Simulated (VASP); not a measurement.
# Ni (P6_3/mmc) in VASP: a series of runs

Runs on Ni. Level: r2SCAN. Tasks: single point.

All numbers are computed with VASP 6.6.1; they aren't measurements. Logs are shortened: lines on timing, memory, paths and dates and some standing lists are left out, and cuts for length are marked.

## (1) The cell of the first run

Symmetry: P6_3/mmc, No. 194, hexagonal system. The conventional cell has a = 2.448 Å, b = 2.448 Å, c = 4.073 Å, α = 90.00°, β = 90.00°, γ = 120.00°. Ni (site symmetry -6m2) has 12 Ni at 2.45 to 2.48 Å within 3.2 Å.

This isn't the form of Ni at room conditions, which is fcc.

## (2) Single point, r2SCAN, collinear spin, ferromagnetic start

The input, POSCAR:

```
Ni
1.0
    2.4480228978      0.0000000000      0.0000000000
   -1.2240114489      2.1200500186      0.0000000000
    0.0000000000      0.0000000000      4.0728075700
Ni
2
Direct
    0.6666666667      0.3333333333      0.7500000000
    0.3333333333      0.6666666667      0.2500000000
```

The input, INCAR.step1:

```
SYSTEM = Ni
PREC = Accurate
ENCUT = 520
ISMEAR = -1
SIGMA = 0.05
LREAL = .FALSE.
LASPH = .TRUE.
NELM = 150
ISPIN = 2
MAGMOM = 1 1
LMAXMIX = 4
NBANDS = 21
GGA = PE
ALGO = Normal
EDIFF = 1E-4
LWAVE = .TRUE.
LCHARG = .FALSE.
```

The input, INCAR.step2:

```
SYSTEM = Ni
PREC = Accurate
ENCUT = 520
EDIFF = 1E-7
ISMEAR = -1
SIGMA = 0.05
LREAL = .FALSE.
LASPH = .TRUE.
NELM = 150
ALGO = Normal
ISIF = 2
LWAVE = .FALSE.
LCHARG = .FALSE.
ISPIN = 2
MAGMOM = 1 1
LORBIT = 11
LMAXMIX = 4
METAGGA = R2SCAN
LMIXTAU = .TRUE.
NBANDS = 21
ISTART = 1
```

The input, KPOINTS:

```
Automatic mesh
0
G
  12 12 7
  0 0 0
```

Potentials or basis: VASP PAW PBE potentials, release 64 (Ni).

Run with:

```bash
$ cat potpaw_PBE.64/Ni/POTCAR > POTCAR
$ cp INCAR.step1 INCAR
$ mpirun -np 1 vasp_std > vasp.out
$ cp INCAR.step2 INCAR
$ mpirun -np 1 vasp_std > vasp.out
```

OUTCAR:

```text
SYSTEM = Ni
   PREC = Accurate
   ENCUT = 520
   EDIFF = 1E-7
   ISMEAR = -1
   LREAL = .FALSE.
   LASPH = .TRUE.
   NELM = 150
   ISIF = 2
   ISPIN = 2
   LORBIT = 11
   METAGGA = R2SCAN
   ISTART = 1

 ion  position               nearest neighbor table
   1  0.667  0.333  0.750-   2 2.48   2 2.48   2 2.48   2 2.48   2 2.48   2 2.48
   2  0.333  0.667  0.250-   1 2.48   1 2.48   1 2.48   1 2.48   1 2.48   1 2.48

  LATTYP: Found a hexagonal cell.
 ALAT       =     2.4480228978
 C/A-ratio  =     1.6637130207

  Lattice vectors:

 A1 = (   2.4480228978,   0.0000000000,   0.0000000000)
 A2 = (  -1.2240114489,   2.1200500186,   0.0000000000)
 A3 = (   0.0000000000,   0.0000000000,   4.0728075700)

Analysis of symmetry for initial positions (statically):
=====================================================================
 Subroutine PRICEL returns:
 Original cell was already a primitive cell.

 Routine SETGRP: Setting up the symmetry group for a
 hexagonal supercell.

 Subroutine GETGRP returns: Found 24 space group operations
 (whereof 12 operations were pure point group operations)
 out of a pool of 24 trial point group operations.

The static configuration has the point symmetry D_3d.
 The point group associated with its full space group is D_6h.

Analysis of symmetry for dynamics (positions and initial velocities):
=====================================================================
 Subroutine PRICEL returns:
 Original cell was already a primitive cell.

 Routine SETGRP: Setting up the symmetry group for a
 hexagonal supercell.

 Subroutine GETGRP returns: Found 24 space group operations
 (whereof 12 operations were pure point group operations)
 out of a pool of 24 trial point group operations.

The dynamic configuration has the point symmetry D_3d.
 The point group associated with its full space group is D_6h.

Analysis of structural, dynamic, and magnetic symmetry:
=====================================================================
 Subroutine PRICEL returns:
 Original cell was already a primitive cell.

 Routine SETGRP: Setting up the symmetry group for a
 hexagonal supercell.

 Subroutine GETGRP returns: Found 24 space group operations
 (whereof 12 operations were pure point group operations)
 out of a pool of 24 trial point group operations.

The overall configuration has the point symmetry D_3d.
 The point group associated with its full space group is D_6h.

 Subroutine INISYM returns: Found 24 space group operations
 (whereof 12 operations are pure point group operations),
 and found     1 'primitive' translations

----------------------------------------------------------------------------------------

                                     Primitive cell

  volume of cell :      21.1376

  direct lattice vectors                    reciprocal lattice vectors
     2.448022898  0.000000000  0.000000000     0.408492911  0.235843492  0.000000000
    -1.224011449  2.120050019  0.000000000     0.000000000  0.471686984  0.000000000
     0.000000000  0.000000000  4.072807570     0.000000000  0.000000000  0.245530873

  length of vectors
     2.448022898  2.448022898  4.072807570     0.471686984  0.471686984  0.245530873

  position of ions in fractional coordinates (direct lattice)
     0.666666667  0.333333333  0.750000000
     0.333333333  0.666666667  0.250000000

  ion indices of the primitive-cell ions
   primitive index   ion index
                 1           1
                 2           2

----------------------------------------------------------------------------------------

 KPOINTS: Automatic mesh

Automatic generation of k-mesh.
 Grid dimensions read from file:
 generate k-points for:   12   12    7

 Generating k-lattice:

  Cartesian coordinates                     Fractional coordinates (reciprocal lattice)
     0.034041076  0.019653624  0.000000000     0.083333333 -0.000000000  0.000000000
     0.000000000  0.039307249  0.000000000     0.000000000  0.083333333  0.000000000
     0.000000000  0.000000000  0.035075839     0.000000000  0.000000000  0.142857143

  Length of vectors
     0.039307249  0.039307249  0.035075839

  Shift w.r.t. Gamma in fractional coordinates (k-lattice)
     0.000000000  0.000000000  0.000000000

 Subroutine IBZKPT returns following result:
 ===========================================

 Found     76 irreducible k-points:

 Following reciprocal coordinates:
            Coordinates               Weight
  0.000000  0.000000  0.000000      1.000000
  0.083333  0.000000  0.000000      6.000000
  0.166667 -0.000000  0.000000      6.000000
  0.250000 -0.000000  0.000000      6.000000
  0.333333  0.000000  0.000000      6.000000
  0.416667 -0.000000  0.000000      6.000000
[... 16 lines left out ...]
  0.250000 -0.000000  0.142857     12.000000
  0.333333  0.000000  0.142857     12.000000
 [... further k-points ...]
   k-points           NKPTS =     76   k-points in BZ     NKDIM =     76   number of bands    NBANDS=     21
   number of dos      NEDOS =    301   number of ions     NIONS =      2
   total plane-waves  NPLWV =   9720
   dimension x,y,z NGX =    18 NGY =   18 NGZ =   30
   dimension x,y,z NGXF=    36 NGYF=   36 NGZF=   60
   ions per type =               2
   NGX,Y,Z   is equivalent  to a cutoff of  12.22, 12.22, 12.25 a.u.
   NGXF,Y,Z  is equivalent  to a cutoff of  24.45, 24.45, 24.49 a.u.
 SYSTEM =  Ni
   PREC   = accura    normal or accurate (medium, high low for compatibility)
   ISTART =      1    job   : 0-new  1-cont  2-samecut
   ICHARG =      0    charge: 1-file 2-atom 10-const
   ISPIN  =      2    spin polarized calculation?
   LNONCOLLINEAR =      F non collinear calculations
   LSORBIT =      F    spin-orbit coupling
   LASPH  =      T    aspherical Exc in radial PAW
   ENCUT  =  520.0 eV  38.22 Ry    6.18 a.u.   4.55  4.55  7.57*2*pi/ulx,y,z
   NELM   =    150;   NELMIN=  2; NELMDL=  0     # of ELM steps
   EDIFF  = 0.1E-06   stopping-criterion for ELM
   LREAL  =      F    real-space projection
   EDIFFG = 0.1E-05   stopping-criterion for IOM
   NSW    =      0    number of steps for IOM
   IBRION =     -1    ionic relax: 0-MD 1-quasi-New 2-CG
   NFREE  =      0    steps in history (QN), initial steepest desc. (CG)
   ISIF   =      2    stress and relaxation
   ISYM   =      2    0-nonsym 1-usesym 2-fastsym
   POTIM  = 0.5000    time-step for ionic-motion
   TEBEG  =    0.0;   TEEND  =   0.0 temperature during run
   PSTRESS=    0.0 pullay stress
   NELECT =      20.0000    total number of electrons
   NUPDOWN=      -1.0000    fix difference up-down
   EMIN   =  10.00;   EMAX   =-10.00  energy-range for DOS
   EFERMI =   0.00;   METHOD = LEGACY
   ISMEAR =    -1;   SIGMA  =   0.05  broadening in eV -4-tet -1-fermi 0-gaus
   EFERMI_NEDOS =   21; number of points for ismear=-14 and -15
   IALGO  =     38    algorithm
   IMIX   =      4    mixing-type and parameters
     AMIX     =   0.40;   BMIX     =  1.00
     AMIX_MAG =   1.60;   BMIX_MAG =  1.00
  volume/ion in A,a.u.               =      10.57        71.32
  Fermi-wavevector in a.u.,A,eV,Ry     =   1.607187  3.037143 35.144518  2.583049
  Thomas-Fermi vector in A             =   2.703255
   LORBIT       =     11    0 simple, 1 ext, 2 COOP (PROOUT), +10 PAW based schemes
   METAGGA = R2SCAN    functional components
   LHFCALC =     F    Hartree Fock is set to
   AEXX    =    0.0000 exact exchange contribution
   IVDW    =     0    specifies the selected vdW correction
   LEPSILON=     F    determine dielectric tensor
   LRPA    =     F    only Hartree local field effects (RPA)
 spin polarized calculation
  energy-cutoff  :      520.00
  volume of cell :       21.14
 maximum number of plane-waves:       586
   NGX =  9   NGY =  9   NGZ = 15

 number of electron      19.9999995 magnetization       1.4173146

 Free energy of the ion-electron system (eV)
  ---------------------------------------------------
  ext. energy  EPLUGINS =         0.00000000
  ---------------------------------------------------
  free energy    TOTEN  =       -23.81340198 eV

  energy without entropy =      -23.78663270  energy(sigma->0) =      -23.80001734

 E-fermi :   9.6940     XC(G=0): -14.5801

 val. band max:        9.6859458159   @ k =   0.1667   0.1667   0.4286
 cond. band min:       9.6950149956   @ k =   0.3333   0.0833   0.0000
 fundamental gap:      0.0090691797
 Fermi energy:         9.6939564835

 spin component 1

 k-point     1 :       0.0000    0.0000    0.0000
  band No.  band energies     occupation
      1       0.1142      1.00000
      2       4.2762      1.00000
      3       6.6563      1.00000
      4       6.8609      1.00000
      5       6.8612      1.00000
      6       7.1221      1.00000
[... 13 lines left out ...]
     20      37.3409      0.00000
     21      41.2318      0.00000
[... 529 lines left out ...]
 k-point    24 :       0.3333    0.0000    0.1429
  band No.  band energies     occupation
      1       3.6447      1.00000
      2       5.1007      1.00000
      3       5.5435      1.00000
      4       6.2436      1.00000
      5       6.8274      1.00000
      6       7.2099      1.00000
[... 13 lines left out ...]
     20      35.7054      0.00000
     21      38.9032      0.00000

 [... further k-points ...]

 spin component 2

 k-point     1 :       0.0000    0.0000    0.0000
  band No.  band energies     occupation
      1      -0.1260      1.00000
      2       4.9622      1.00000
      3       7.9872      1.00000
      4       7.9874      1.00000
      5       8.0385      1.00000
      6       8.2803      1.00000
[... 13 lines left out ...]
     20      37.5628      0.00000
     21      41.5238      0.00000
[... 529 lines left out ...]
 k-point    24 :       0.3333    0.0000    0.1429
  band No.  band energies     occupation
      1       3.6222      1.00000
      2       5.8317      1.00000
      3       6.1810      1.00000
      4       7.0853      1.00000
      5       7.9530      1.00000
      6       7.9935      1.00000
[... 13 lines left out ...]
     20      35.9354      0.00000
     21      39.1116      0.00000

 [... further k-points ...]

------------------------ aborting loop because EDIFF is reached ----------------------------------------

  FORCE on cell =-STRESS in cart. coord.  units (eV):
  Direction    XX          YY          ZZ          XY          YZ          ZX
  --------------------------------------------------------------------------------------
  -------------------------------------------------------------------------------------
  Total        0.0075329      0.0075329     -0.0795864     -0.0000000      0.0000000      0.0000000
  in kB        0.5709774      0.5709774     -6.0324502     -0.0000000      0.0000000      0.0000000
  external PRESSURE =      -1.6301651 kB  Pullay stress =       0.0000000 kB

 VOLUME and BASIS-vectors are now :
 -----------------------------------------------------------------------------
  energy-cutoff  :      520.00
  volume of cell :       21.14
      direct lattice vectors                 reciprocal lattice vectors
     2.448022898  0.000000000  0.000000000     0.408492911  0.235843492  0.000000000
    -1.224011449  2.120050019  0.000000000     0.000000000  0.471686984  0.000000000
     0.000000000  0.000000000  4.072807570     0.000000000  0.000000000  0.245530873

 POSITION                                       TOTAL-FORCE (eV/Angst)
 -----------------------------------------------------------------------------------
      1.22401      0.70668      3.05461         0.000000     -0.000000      0.000000
     -0.00000      1.41337      1.01820        -0.000000      0.000000      0.000000
 -----------------------------------------------------------------------------------
    total drift:                               -0.000000      0.000000     -0.000000

  FREE ENERGIE OF THE ION-ELECTRON SYSTEM (eV)
  ---------------------------------------------------
  free  energy   TOTEN  =       -23.8134019846 eV

  energy  without entropy=      -23.7866327045  energy(sigma->0) =      -23.80001734

 total charge

# of ion       s       p       d       tot
------------------------------------------
    1        0.524   0.542   8.334   9.400
    2        0.524   0.542   8.334   9.400
--------------------------------------------------
tot          1.049   1.085  16.667  18.801

 magnetization (x)

# of ion       s       p       d       tot
------------------------------------------
    1       -0.008  -0.042   0.777   0.728
    2       -0.008  -0.042   0.777   0.728
--------------------------------------------------
tot         -0.016  -0.083   1.554   1.455
```

It took 13 min on 1 thread of AMD EPYC, shared host; peak memory 0.14 GiB.

What came out:

```
Free energy                                           : -23.8134 eV
Pressure                                              : -0.2 GPa
Net moment                                            : 1.42 μB per cell
Site moments                                          : Ni +0.73 μB
Valence electrons inside the program's atomic spheres : Ni 9.40
```

Stress tensor (GPa, compression positive):
```
 0.06  0.00  0.00
 0.00  0.06  0.00
 0.00  0.00 -0.60
```

Caveat: the PAW data sets were made with another functional, which shifts forces and pressure a little.

(Continued in part 2 of 2.)
